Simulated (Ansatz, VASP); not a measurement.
**AgCl in VASP and in Ansatz**

```
Ag Cl
1.0
     0.00000    2.77266    2.77266
     2.77266    0.00000    2.77266
     2.77266    2.77266    0.00000
Ag Cl
1 1
Cartesian
  0.0000 0.0000 0.0000
  2.7727 2.7727 2.7727
```

Alike in both runs: task single point; functional PBE; k mesh 9 × 9 × 9; occupations fermi-dirac, width 0.01 eV; non-collinear spin, spin-orbit coupling.

|  | VASP | Ansatz |
| --- | --- | --- |
| version | VASP 6.6.1 | Ansatz 0.2.0 |
| potentials or method | VASP PAW PBE potentials, release 64 (Ag, Cl), cutoff 520 eV | all-electron LAPW |

Ansatz gave:

```
pressure (GPa) : 1.6
```

Estimate VASP's values.

pressure (GPa): 1.5.

Ansatz ran all-electron here, and VASP with PAW potentials.
